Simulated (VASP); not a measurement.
The system is Ir.

```xyz
8
Lattice="4.8658 0.0000 0.0000 0.0000 4.8658 0.0000 0.0000 0.0000 4.8658" Properties=species:S:1:pos:R:3 pbc="T T T"
Ir    4.8658    0.0000    0.0000
Ir    2.4329    2.4329    2.4329
Ir    1.2164    4.8658    2.4329
Ir    3.6493    4.8658    2.4329
Ir    2.4329    1.2164    4.8658
Ir    2.4329    3.6493    0.0000
Ir    4.8658    2.4329    1.2164
Ir    0.0000    2.4329    3.6493
```

Base run:

```yaml
Program: VASP 6.6.1
Functional: LDA
Potentials_or_basis: VASP PAW LDA potentials, release 64 (Ir)
Cutoff: 520 eV
k_mesh: 5 × 5 × 5
Occupations: fermi-dirac, width 0.1 eV
Spin: no spin polarisation
```

Its results: band gap on the k mesh zero (band 36 reaches 10.55 eV, above the bottom of band 37 at 10.02 eV); pressure 2.2 GPa.

Question: The run is repeated on the same cell with these changes: potentials or basis from VASP PAW LDA potentials, release 64 (Ir) to VASP PAW LDA potentials, release 64 (Ir_sv_GW); cutoff from 520 eV to 500 eV; further incar settings from ALGO = Normal; EDIFF = 1e-06; NBANDS = 46 to ALGO = Normal; EDIFF = 1e-06; NBANDS = 78; valence electrons from 72 to 136. What comes out?

Answer: Band gap on the k mesh zero (band 68 reaches 12.86 eV, above the bottom of band 69 at 12.33 eV); pressure -1.8 GPa.

Caveats: spin-orbit coupling is left out, which moves the levels of the heavy elements.
